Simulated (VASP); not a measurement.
A run of VASP 6.6.1 is set up as follows.

Contents of INCAR:

```
  ALGO = Normal
  EDIFF = 1E-6
  EDIFFG = -0.08
  ENCUT = 600
  GGA = PE
  IBRION = 2
  ISIF = 3
  ISMEAR = 0
  LASPH = True
  LCHARG = False
  LREAL = False
  LWAVE = False
  NELM = 60
  NSW = 36
  PREC = Accurate
  SIGMA = 0.15
```

KPOINTS

```
k-points
0
Gamma
  3 3 2
```

Contents of POSCAR:

```
Cd3SeS2
1.0
    4.1900000000      0.0000000000      0.0000000000
   -2.0950000000      3.6286464400      0.0000000000
    0.0000000000      0.0000000000     10.2600000000
Cd Se S
3 1 2
Direct
    0.6666666700      0.3333333300      0.6666700000
    0.0000000000      0.0000000000      0.0000000000
    0.3333333300      0.6666666700      0.3333300000
    0.0000000000      0.0000000000      0.2500000000
    0.6666666700      0.3333333300      0.9166700000
    0.3333333300      0.6666666700      0.5833300000
```

Potentials or basis: VASP PAW PBE potentials, release 64 (Cd, Se, S).

Command:

```console
$ cat potpaw_PBE.64/Cd/POTCAR potpaw_PBE.64/Se/POTCAR potpaw_PBE.64/S/POTCAR > POTCAR
$ mpirun -np 1 vasp_std > vasp.out
```

Task: Predict the relaxed volume.

Result: 27.56 Å³/atom.

Task: What does it give for the relaxed cell?

Result: a = 4.286 Å, b = 4.286 Å, c = 10.397 Å, α = 90.00°, β = 90.00°, γ = 120.00°.

Final structure:
```xyz
6
Lattice="4.2856 0.0000 0.0000 -2.1428 3.7114 0.0000 0.0000 0.0000 10.3965" Properties=species:S:1:pos:R:3 pbc="T T T"
Cd    2.1428    1.2371    6.9290
Cd    0.0000    0.0000   10.2941
Cd    0.0000    2.4743    3.5626
Se    0.0000    0.0000    2.5849
S     2.1428    1.2371    9.4997
S     0.0000    2.4743    6.1166
```

Caveat: the k points lie up to 0.56 Å⁻¹ apart in the final cell.
